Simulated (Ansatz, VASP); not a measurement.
**One calculation of SiC, two programs**

```
C Si
1.0
    -4.65667   -4.63390    0.13464
    -0.14263    4.64128    4.39530
    -4.44941    4.56160   -4.17381
C Si
12 12
Cartesian
  -2.8656 2.3225 4.2505
  -4.6019 2.2137 -2.2965
  -6.7570 4.3801 -1.8953
  -6.5658 2.7835 0.2505
  -5.1183 2.5288 2.6121
  -7.8628 1.2741 -3.2453
  -2.9979 0.5194 1.1200
  -7.5790 3.5328 -0.7513
  -5.8975 3.3229 1.5342
  -3.9266 5.7615 1.6482
  -3.8908 3.1655 3.3413
  -5.6765 1.3214 3.2198
  -4.5741 0.1463 4.2473
  -6.9026 0.0771 -2.0979
  -4.3912 -0.1047 0.1662
  -2.2382 1.8429 0.1073
  -8.7100 2.2115 -1.7082
  -4.7535 4.5250 0.5467
  -2.6428 4.7932 2.5429
  -5.8195 3.3501 -3.2553
  -5.6837 1.4940 -0.7485
  -3.6290 3.2906 -1.0490
  -1.2671 3.4953 1.3100
  -5.9637 5.7724 -0.8674
```

Alike in both runs: functional PBE; k mesh 4 × 4 × 3; occupations gaussian, width 0.1 eV; no spin polarisation.

Ansatz relaxed the structure, and its values are those at the end. VASP's run is a single point on that final structure, the one shown.

```csv
,VASP,Ansatz
version,VASP 6.6.1,Ansatz 0.2.0
potentials or method,"VASP PAW PBE potentials, release 64 (C, Si), cutoff 520 eV","scalar-relativistic, plane waves, PAW"
valence electrons in the cell,96,96
```

Ansatz gave:

| Property | Result |
| --- | --- |
| gap on the k mesh at the Fermi level (eV) | 0.09 |
| least direct gap on the mesh (eV) | 0.19 |
| pressure (GPa) | 0.0 |
| rms of the force components (eV/Å) | 0.010 |

**Question.** Estimate VASP's values.

**Answer.** gap on the k mesh at the Fermi level (eV): 0.10; least direct gap on the mesh (eV): 0.19; pressure (GPa): 0.0; rms of the force components (eV/Å): 0.015.
